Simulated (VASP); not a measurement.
# InSb (Pmmm) in VASP: further runs

InSb is run at these levels: PBEsol; tasks: single point.

All numbers are computed with VASP 6.6.1; they aren't measurements. Logs are shortened: lines on timing, memory, paths and dates and some standing lists are left out, and cuts for length are marked.

## Step 1: The cell of the first run

Symmetry: Pmmm, No. 47, orthorhombic system. The conventional cell has a = 2.915 Å, b = 3.036 Å, c = 6.218 Å, α = 90.00°, β = 90.00°, γ = 90.00°. Within 3.8 Å of In (site symmetry mmm) lie 4 In at 2.91 to 3.04 Å and 2 Sb at 3.11 Å. Within 3.8 Å of Sb (site symmetry mmm) lie 4 Sb at 2.91 to 3.04 Å and 2 In at 3.11 Å.

## Step 2: Single point, PBEsol (normal strain along x -0.0400, normal strain along z +0.0200)

Input file INCAR:

```
ALGO = Normal ; EDIFF = 1E-6
ENCUT = 500 ; GGA = PS
GGA_COMPAT = F ; ISIF = 2
ISMEAR = 0 ; LASPH = T
LCHARG = T ; LELF = T
LREAL = F ; LVHAR = T
LWAVE = F ; NBANDS = 16
NELM = 120 ; PREC = Accurate
SIGMA = 0.15
```

Input file KPOINTS:

```
k-points
0
Gamma
  14 14 8
```

Input file POSCAR:

```
InSb
1.0
    2.9147411475      0.0000000000      0.0000000000
    0.0000000000      3.0361886953      0.0000000000
    0.0000000000      0.0000000000      6.2182830229
In Sb
1 1
Direct
    0.0000000000      0.0000000000      0.0000000000
    0.0000000000      0.0000000000      0.5000000000
```

Potentials or basis: VASP PAW PBE potentials, release 64 (In_d, Sb).

On the command line:

```bash
cat potpaw_PBE.64/In_d/POTCAR potpaw_PBE.64/Sb/POTCAR > POTCAR
mpirun -np 1 vasp_std > vasp.out
```

OUTCAR:

```text
EDIFF = 1E-6
   ENCUT = 500
   GGA = PS
   ISIF = 2
   ISMEAR = 0
   LASPH = T
   LREAL = F
   NELM = 120
   PREC = Accurate

 ion  position               nearest neighbor table
   1  0.000  0.000  0.000-   2 3.11   2 3.11
   2  0.000  0.000  0.500-   1 3.11   1 3.11

  LATTYP: Found a simple orthorhombic cell.
 ALAT       =     2.9147411475
 B/A-ratio  =     1.0416666667
 C/A-ratio  =     2.1333911686

  Lattice vectors:

 A1 = (   2.9147411475,   0.0000000000,   0.0000000000)
 A2 = (   0.0000000000,   3.0361886953,   0.0000000000)
 A3 = (   0.0000000000,   0.0000000000,   6.2182830229)

Analysis of symmetry for initial positions (statically):
=====================================================================
 Subroutine PRICEL returns:
 Original cell was already a primitive cell.

 Routine SETGRP: Setting up the symmetry group for a
 simple orthorhombic supercell.

 Subroutine GETGRP returns: Found  8 space group operations
 (whereof  8 operations were pure point group operations)
 out of a pool of  8 trial point group operations.

The static configuration has the point symmetry D_2h.

Analysis of symmetry for dynamics (positions and initial velocities):
=====================================================================
 Subroutine PRICEL returns:
 Original cell was already a primitive cell.

 Routine SETGRP: Setting up the symmetry group for a
 simple orthorhombic supercell.

 Subroutine GETGRP returns: Found  8 space group operations
 (whereof  8 operations were pure point group operations)
 out of a pool of  8 trial point group operations.

The dynamic configuration has the point symmetry D_2h.

 Subroutine INISYM returns: Found  8 space group operations
 (whereof  8 operations are pure point group operations),
 and found     1 'primitive' translations

----------------------------------------------------------------------------------------

                                     Primitive cell

  volume of cell :      55.0300

  direct lattice vectors                    reciprocal lattice vectors
     2.914741148  0.000000000  0.000000000     0.343083639  0.000000000  0.000000000
     0.000000000  3.036188695  0.000000000     0.000000000  0.329360294  0.000000000
     0.000000000  0.000000000  6.218283023     0.000000000  0.000000000  0.160816096

  length of vectors
     2.914741148  3.036188695  6.218283023     0.343083639  0.329360294  0.160816096

[... 80 lines left out ...]
   EDIFF  = 0.1E-05   stopping-criterion for ELM
   LREAL  =      F    real-space projection
   EDIFFG = 0.1E-04   stopping-criterion for IOM
   NSW    =      0    number of steps for IOM
   IBRION =     -1    ionic relax: 0-MD 1-quasi-New 2-CG
   NFREE  =      0    steps in history (QN), initial steepest desc. (CG)
   ISIF   =      2    stress and relaxation
   ISYM   =      2    0-nonsym 1-usesym 2-fastsym
   POTIM  = 0.5000    time-step for ionic-motion
   TEBEG  =    0.0;   TEEND  =   0.0 temperature during run
   PSTRESS=    0.0 pullay stress
   NELECT =      18.0000    total number of electrons
   NUPDOWN=      -1.0000    fix difference up-down
   EMIN   =  10.00;   EMAX   =-10.00  energy-range for DOS
   EFERMI =   0.00;   METHOD = LEGACY
   ISMEAR =     0;   SIGMA  =   0.15  broadening in eV -4-tet -1-fermi 0-gaus
   EFERMI_NEDOS =   21; number of points for ismear=-14 and -15
   IALGO  =     38    algorithm
   IMIX   =      4    mixing-type and parameters
     AMIX     =   0.40;   BMIX     =  1.00
     AMIX_MAG =   1.60;   BMIX_MAG =  1.00
  volume/ion in A,a.u.               =      27.51       185.68
  Fermi-wavevector in a.u.,A,eV,Ry     =   1.127974  2.131563 17.311050  1.272326
  Thomas-Fermi vector in A             =   2.264663
   LORBIT       =      0    0 simple, 1 ext, 2 COOP (PROOUT), +10 PAW based schemes
   GGA     = PS    functional components
   LHFCALC =     F    Hartree Fock is set to
   AEXX    =    0.0000 exact exchange contribution
   IVDW    =     0    specifies the selected vdW correction
   LEPSILON=     F    determine dielectric tensor
   LRPA    =     F    only Hartree local field effects (RPA)
 non-spin polarized calculation
 Gauss-broadening in eV      SIGMA  =   0.15
  energy-cutoff  :      500.00
  volume of cell :       55.03
 maximum number of plane-waves:      1423
 NGX is ok and might be reduce to    24
   NGX = 11   NGY = 11   NGZ = 23

 number of electron      17.9999993 magnetization

 Free energy of the ion-electron system (eV)
  ---------------------------------------------------
  ext. energy  EPLUGINS =         0.00000000
  ---------------------------------------------------
  free energy    TOTEN  =        -7.39572859 eV

  energy without entropy =       -7.38489776  energy(sigma->0) =       -7.39031317

 E-fermi :   7.3090     XC(G=0): -10.0922

 val. band max:        7.3046561588   @ k =   0.3571   0.2143   0.3750
 cond. band min:       7.3131908676   @ k =   0.4286   0.5000   0.0000
 fundamental gap:      0.0085347088
 Fermi energy:         7.3089862852

 k-point     1 :       0.0000    0.0000    0.0000
  band No.  band energies     occupation
      1      -7.7618      2.00000
      2      -7.4669      2.00000
      3      -7.0343      2.00000
      4      -6.9788      2.00000
      5      -6.8833      2.00000
      6      -4.8389      2.00000
[... 433 lines left out ...]
      3      -7.2365      2.00000
      4      -7.0475      2.00000
      5      -6.8859      2.00000
      6      -1.0987      2.00000
[... 8 lines left out ...]
     15      17.1243      0.00000
     16      18.8876      0.00000

 [... further k-points ...]

------------------------ aborting loop because EDIFF is reached ----------------------------------------

  FORCE on cell =-STRESS in cart. coord.  units (eV):
  Direction    XX          YY          ZZ          XY          YZ          ZX
  --------------------------------------------------------------------------------------
  -------------------------------------------------------------------------------------
  Total        1.5360775      0.5480349     -0.4668699      0.0000000      0.0000000      0.0000000
  in kB       44.7223366     15.9558369    -13.5927465      0.0000000      0.0000000      0.0000000
  external PRESSURE =      15.6951423 kB  Pullay stress =       0.0000000 kB

 VOLUME and BASIS-vectors are now :
 -----------------------------------------------------------------------------
  energy-cutoff  :      500.00
  volume of cell :       55.03
      direct lattice vectors                 reciprocal lattice vectors
     2.914741148  0.000000000  0.000000000     0.343083639  0.000000000  0.000000000
     0.000000000  3.036188695  0.000000000     0.000000000  0.329360294  0.000000000
     0.000000000  0.000000000  6.218283023     0.000000000  0.000000000  0.160816096

 POSITION                                       TOTAL-FORCE (eV/Angst)
 -----------------------------------------------------------------------------------
      0.00000      0.00000      0.00000         0.000000      0.000000      0.000000
      0.00000      0.00000      3.10914         0.000000      0.000000      0.000000
 -----------------------------------------------------------------------------------
    total drift:                                0.000000     -0.000000     -0.000000

  FREE ENERGIE OF THE ION-ELECTRON SYSTEM (eV)
  ---------------------------------------------------
  free  energy   TOTEN  =        -7.3957285850 eV

  energy  without entropy=       -7.3848977573  energy(sigma->0) =       -7.39031317
```

OSZICAR:

```text
N       E                     dE             d eps       ncg     rms          rms(c)
DAV:   1     0.107726797827E+03    0.10773E+03   -0.78636E+03 10272   0.116E+03
DAV:   2    -0.952298579998E+00   -0.10868E+03   -0.10538E+03 11672   0.289E+02
DAV:   3    -0.726664781379E+01   -0.63143E+01   -0.62549E+01 13200   0.690E+01
DAV:   4    -0.743077265686E+01   -0.16412E+00   -0.16409E+00 12960   0.120E+01
DAV:   5    -0.743867538926E+01   -0.79027E-02   -0.79026E-02 15032   0.219E+00    0.338E+00
DAV:   6    -0.740338730453E+01    0.35288E-01   -0.60372E-02 13416   0.421E+00    0.180E+00
DAV:   7    -0.739612650960E+01    0.72608E-02   -0.22993E-02 13576   0.224E+00    0.352E-01
DAV:   8    -0.739571687299E+01    0.40964E-03   -0.16693E-03 13280   0.544E-01    0.730E-02
DAV:   9    -0.739572492878E+01   -0.80558E-05   -0.88580E-05 16224   0.114E-01    0.312E-02
DAV:  10    -0.739572901488E+01   -0.40861E-05   -0.57061E-06 12472   0.228E-02    0.419E-03
DAV:  11    -0.739572858504E+01    0.42984E-06   -0.37712E-07  7832   0.875E-03
   1 F= -.73957286E+01 E0= -.73903132E+01  d E =-.108308E-01
```

stdout:

```text
POSCAR found type information on POSCAR InSb
 POSCAR found :  2 types and       2 ions
 scaLAPACK will be used
 -----------------------------------------------------------------------------
|                                                                             |
|                                                                             |
|     You enforced a specific xc type in the INCAR file but a different       |
|     I HOPE YOU KNOW WHAT YOU ARE DOING!                                     |
|                                                                             |
 -----------------------------------------------------------------------------

 LDA part: xc-table for (Slater+PW92), standard interpolation
 POSCAR, INCAR and KPOINTS ok, starting setup
 FFT: planning ... GRIDC
 FFT: planning ... GRID_SOFT
 FFT: planning ... GRID
 WAVECAR not read
 entering main loop
```

Wall time 1.7 min (1 thread of Intel Xeon Platinum 8488C (Sapphire Rapids), shared host); peak memory 0.38 GiB.

What came out:

* Free energy: -7.3957 eV
* Pressure: 1.6 GPa
* Band gap on the k mesh: zero (bands 9 and 10 overlap by 6.17 eV)

Caveat: the cell differs from its parent crystal (normal strain along x -0.0400, normal strain along z +0.0200); the PAW data sets were made with another functional, which shifts forces and pressure a little; spin-orbit coupling is left out, which moves the levels of the heavy elements.

## Step 3: Single point, PBEsol (normal strain along x +0.0200, normal strain along z -0.0400)

Input file INCAR:

```
PREC = Accurate
ENCUT = 500
EDIFF = 1E-6
ISMEAR = 0
SIGMA = 0.15
LREAL = False
LASPH = True
NELM = 120
ALGO = Normal
ISIF = 2
LWAVE = False
LCHARG = False
GGA = PS
NBANDS = 16
GGA_COMPAT = False
```

Input file KPOINTS:

```
Automatic mesh
0
Gamma
  14 14 8
```

Input file POSCAR:

```
InSb
1.0
    3.0969124692      0.0000000000      0.0000000000
    0.0000000000      3.0361886953      0.0000000000
    0.0000000000      0.0000000000      5.8525016686
In Sb
1 1
Direct
    0.0000000000      0.0000000000      0.0000000000
    0.0000000000      0.0000000000      0.5000000000
```

Potentials or basis: VASP PAW PBE potentials, release 64 (In_d, Sb).

On the command line:

```bash
cat potpaw_PBE.64/In_d/POTCAR potpaw_PBE.64/Sb/POTCAR > POTCAR
mpirun -np 1 vasp_std > vasp.out
```

OUTCAR:

```text
PREC = Accurate
   ENCUT = 500
   EDIFF = 1E-6
   ISMEAR = 0
   LREAL = False
   LASPH = True
   NELM = 120
   ISIF = 2
   GGA = PS

 ion  position               nearest neighbor table
   1  0.000  0.000  0.000-   2 2.93   2 2.93
   2  0.000  0.000  0.500-   1 2.93   1 2.93

  LATTYP: Found a simple orthorhombic cell.
 ALAT       =     3.0361886953
 B/A-ratio  =     1.0200000000
 C/A-ratio  =     1.9275816677

  Lattice vectors:

 A1 = (   0.0000000000,  -3.0361886953,   0.0000000000)
 A2 = (   3.0969124692,   0.0000000000,   0.0000000000)
 A3 = (   0.0000000000,   0.0000000000,   5.8525016686)

Analysis of symmetry for initial positions (statically):
=====================================================================
 Subroutine PRICEL returns:
 Original cell was already a primitive cell.

 Routine SETGRP: Setting up the symmetry group for a
 simple orthorhombic supercell.

 Subroutine GETGRP returns: Found  8 space group operations
 (whereof  8 operations were pure point group operations)
[... 158 lines left out ...]
  ---------------------------------------------------
  ext. energy  EPLUGINS =         0.00000000
  ---------------------------------------------------
  free energy    TOTEN  =        -7.39150588 eV

  energy without entropy =       -7.37763286  energy(sigma->0) =       -7.38456937

 E-fermi :   7.2458     XC(G=0): -10.0963

 val. band max:        7.2424741603   @ k =   0.2143   0.2143   0.2500
 cond. band min:       7.2650355903   @ k =   0.2143   0.4286   0.1250
 fundamental gap:      0.0225614300
 Fermi energy:         7.2457837366

 k-point     1 :       0.0000    0.0000    0.0000
  band No.  band energies     occupation
      1      -7.6466      2.00000
      2      -7.4929      2.00000
      3      -7.0723      2.00000
      4      -7.0493      2.00000
      5      -6.9559      2.00000
      6      -4.6038      2.00000
[... 433 lines left out ...]
      3      -7.1847      2.00000
      4      -7.0793      2.00000
      5      -7.0577      2.00000
      6      -1.7052      2.00000
[... 8 lines left out ...]
     15      16.9177      0.00000
     16      18.4188      0.00000

 [... further k-points ...]
[... 5 lines left out ...]
  --------------------------------------------------------------------------------------
  -------------------------------------------------------------------------------------
  Total       -0.4315928      0.0572717      1.6870105      0.0000000      0.0000000      0.0000000
  in kB      -12.5656678      1.6674443     49.1166947      0.0000000      0.0000000      0.0000000
  external PRESSURE =      12.7394904 kB  Pullay stress =       0.0000000 kB

 VOLUME and BASIS-vectors are now :
 -----------------------------------------------------------------------------
  energy-cutoff  :      500.00
  volume of cell :       55.03
      direct lattice vectors                 reciprocal lattice vectors
     3.096912469  0.000000000  0.000000000     0.322902249  0.000000000  0.000000000
     0.000000000  3.036188695  0.000000000     0.000000000  0.329360294  0.000000000
     0.000000000  0.000000000  5.852501669     0.000000000  0.000000000  0.170867102

 POSITION                                       TOTAL-FORCE (eV/Angst)
 -----------------------------------------------------------------------------------
      0.00000      0.00000      0.00000         0.000000      0.000000      0.000000
      0.00000      0.00000      2.92625         0.000000      0.000000      0.000000
 -----------------------------------------------------------------------------------
    total drift:                                0.000000     -0.000000     -0.000000

  FREE ENERGIE OF THE ION-ELECTRON SYSTEM (eV)
  ---------------------------------------------------
  free  energy   TOTEN  =        -7.3915058846 eV

  energy  without entropy=       -7.3776328575  energy(sigma->0) =       -7.38456937
```

Run time: 1.7 min. Hardware: 1 thread of Intel Xeon Platinum 8488C (Sapphire Rapids), shared host; peak memory 0.39 GiB.

What came out:

```yaml
Free_energy: -7.3915 eV
Pressure: 1.3 GPa
Band_gap_on_the_k_mesh: zero (bands 9 and 10 overlap by 5.51 eV)
```

Levels at points of the mesh, in eV from the Fermi level:
```tsv
k point	band 6	band 7	band 8	band 9	band 10	band 11	band 12	band 13
(0.00, 0.00, 0.00)	-11.85	-6.61	-4.93	3.75	4.33	6.58	7.62	8.61
(0.50, 0.00, 0.00)	-9.27	-5.25	-3.21	-2.74	-1.40	2.92	6.41	9.17
(0.00, 0.50, 0.00)	-9.00	-5.30	-2.91	-2.55	-1.41	2.99	6.03	9.40
(0.50, 0.50, 0.00)	-6.27	-3.22	-2.95	-0.48	0.96	1.05	1.27	2.55
(0.00, 0.00, 0.50)	-11.67	-8.46	-0.22	0.71	4.04	4.62	7.62	7.72
(0.50, 0.00, 0.50)	-9.21	-5.33	-4.83	-2.59	2.35	3.46	6.30	6.68
(0.00, 0.50, 0.50)	-8.94	-5.06	-4.89	-2.56	2.58	3.69	6.31	6.33
(0.50, 0.50, 0.50)	-6.28	-2.89	-2.61	-2.00	0.04	0.23	2.93	4.50
```

Caveat: the cell differs from its parent crystal (normal strain along x +0.0200, normal strain along z -0.0400); the PAW data sets were made with another functional, which shifts forces and pressure a little; spin-orbit coupling is left out, which moves the levels of the heavy elements.

(Continued in part 2 of 2.)
